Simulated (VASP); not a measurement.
A run of VASP 6.6.1:

The input POSCAR:

```
SiC
1.0
    0.0000000000      2.2076743409      2.2076743409
    2.2076743409      0.0000000000      2.2076743409
    2.2076743409      2.2076743409      0.0000000000
Si C
1 1
Direct
    0.0000000000      0.0000000000      0.0000000000
    0.2500000000      0.2500000000      0.2500000000
```

The input INCAR.step1:

```
SYSTEM = SiC
  PREC = Accurate
  ENCUT = 520
  ISMEAR = 0
  SIGMA = 0.01
  LREAL = .FALSE.
  LASPH = .TRUE.
  NELM = 80
  NBANDS = 11
  GGA = PE
  ALGO = Normal
  EDIFF = 1E-4
  LWAVE = .TRUE.
  LCHARG = .FALSE.
```

File INCAR.step2:

```
SYSTEM = SiC
  PREC = Accurate
  ENCUT = 520
  EDIFF = 1E-6
  ISMEAR = 0
  SIGMA = 0.01
  LREAL = .FALSE.
  LASPH = .TRUE.
  NELM = 80
  ALGO = Normal
  ISIF = 2
  LWAVE = .FALSE.
  LCHARG = .FALSE.
  METAGGA = R2SCAN
  LMIXTAU = .TRUE.
  NBANDS = 11
  ISTART = 1
```

The input KPOINTS:

```
regular mesh
0
G
  8 8 8
  0 0 0
```

Potentials or basis: VASP PAW PBE potentials, release 64 (Si, C).

Command:

```bash
$ cat potpaw_PBE.64/Si/POTCAR potpaw_PBE.64/C/POTCAR > POTCAR
$ cp INCAR.step1 INCAR
$ mpirun -np 1 vasp_std > vasp.out
$ cp INCAR.step2 INCAR
$ mpirun -np 1 vasp_std > vasp.out
```

Hardware: 1 thread of Intel(R) Xeon(R) 6975P-C (Granite Rapids) (shared host).

Task: How long does it take, and how much memory?

Result: Run time: 11 s on 1 thread of Intel(R) Xeon(R) 6975P-C (Granite Rapids), on a shared host, peak memory 0.13 GiB. Counts: k points 29.
